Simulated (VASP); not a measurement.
GaSb: single point with revPBE+D4

The system is GaSb.

```xyz
2
Lattice="0.0000 3.0657 3.0657 3.0657 0.0000 3.0657 3.0657 3.0657 0.0000" Properties=species:S:1:pos:R:3 pbc="T T T"
Ga    0.0000    0.0000    0.0000
Sb    4.5985    4.5985    4.5985
```

This cell differs from its parent crystal: volume scaled by 1.02.

```json
{
  "Program": "VASP 6.6.1",
  "Task": "single point",
  "Functional": "revPBE",
  "Dispersion": "D4",
  "Potentials or basis": "VASP PAW PBE potentials, release 64 (Ga_d, Sb)",
  "Cutoff": "500 eV",
  "k mesh": "6 × 6 × 6",
  "Occupations": "gaussian, width 0.05 eV",
  "Spin": "no spin polarisation",
  "Dipole correction": "no",
  "Further INCAR settings": "ALGO = Normal; EDIFF = 1e-06; NBANDS = 16"
}
```

| Item | Value |
| --- | --- |
| Pressure | -0.9 GPa |
| Band gap on the k mesh | 0.06 eV, direct |
| Dispersion energy per atom | -0.657 eV |

Levels at points of the mesh, in eV from the valence-band top:
```
           k point  band 7  band 8  band 9  band 10  band 11  band 12
(0.00, 0.00, 0.00)    0.00    0.00    0.00     0.06     2.79     2.79
(0.50, 0.00, 0.00)   -6.31   -1.14   -1.14     0.45     3.76     3.76
(0.50, 0.50, 0.00)   -6.76   -2.55   -2.55     0.97     1.33     8.66
```

Wall time 27 s on 1 thread of Intel Xeon 8259CL (shared host), peak memory 0.17 GiB.

Caveat: the PAW data sets were made with another functional, which shifts forces and pressure a little; spin-orbit coupling is left out, which moves the levels of the heavy elements. A k mesh can miss the band edges.
